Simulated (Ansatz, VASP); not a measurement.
**SiC: VASP beside Ansatz**

INCAR

```
SYSTEM = SiC
  ALGO = Normal
  EDIFF = 1E-6
  ENCUT = 520
  GGA = PE
  ISIF = 2
  ISMEAR = 0
  LASPH = .True.
  LCHARG = .False.
  LREAL = .False.
  LWAVE = .False.
  NBANDS = 16
  NELM = 80
  PREC = Accurate
  SIGMA = 0.02
```

File KPOINTS:

```
k-points
0
Gamma
  12 12 6
  0 0 0
```

POSCAR

```
SiC
1.0
    3.0919365178      0.0000000000      0.0000000000
   -1.5459682589      2.6776955713      0.0000000000
    0.0000000000      0.0000000000      4.9728064432
Si C
2 2
Direct
    0.3333333333      0.6666666667      0.4984255068
    0.6666666667      0.3333333333      0.9984255068
    0.3333333333      0.6666666667      0.8765744932
    0.6666666667      0.3333333333      0.3765744932
```

Input for Ansatz:

```yaml
crystal:
  lattice:
    - [3.0919365178, 0.0, 0.0]
    - [-1.5459682589, 2.6776955713, 0.0]
    - [0.0, 0.0, 4.9728064432]
  atoms:
    - { symbol: Si, position: [0.3333333333, 0.6666666667, 0.4984255068] }
    - { symbol: Si, position: [0.6666666667, 0.3333333333, 0.9984255068] }
    - { symbol: C, position: [0.3333333333, 0.6666666667, 0.8765744932] }
    - { symbol: C, position: [0.6666666667, 0.3333333333, 0.3765744932] }
basis:
  ecutwfc: 420
kpoints:
  mp_grid: { grid: [12, 12, 6] }
  band_path: { path: [VBM, CBM], npoints: 2 }
hamiltonian:
  xc: pbe
scf:
  occupations: { method: gaussian, width: 0.02 }
output:
  forces: true
  stress: true
  eigenvalues: true
checkpoint:
  read: start.run
  write: ck
  compress: false
  write_wavefunctions: false
  write_every: 100000
```

Alike in both runs: task single point; functional PBE; k mesh 12 × 12 × 6; occupations gaussian, width 0.02 eV; no spin polarisation.

```csv
,VASP,Ansatz
version,VASP 6.6.1,Ansatz 0.2.0
potentials or method,"VASP PAW PBE potentials, release 64 (Si, C), cutoff 520 eV","scalar-relativistic, plane waves, PAW"
valence electrons in the cell,16,16
```

```tsv
	VASP	Ansatz	Ansatz less VASP
gap on the k mesh at the Fermi level (eV)	2.34	2.34	+0.003
least direct gap on the mesh (eV)	3.82	3.82	+0.004
pressure (GPa)	4.4	4.5	+0.06
traceless stress, the component that is largest in VASP (GPa)	6.65	6.61	-0.048
```
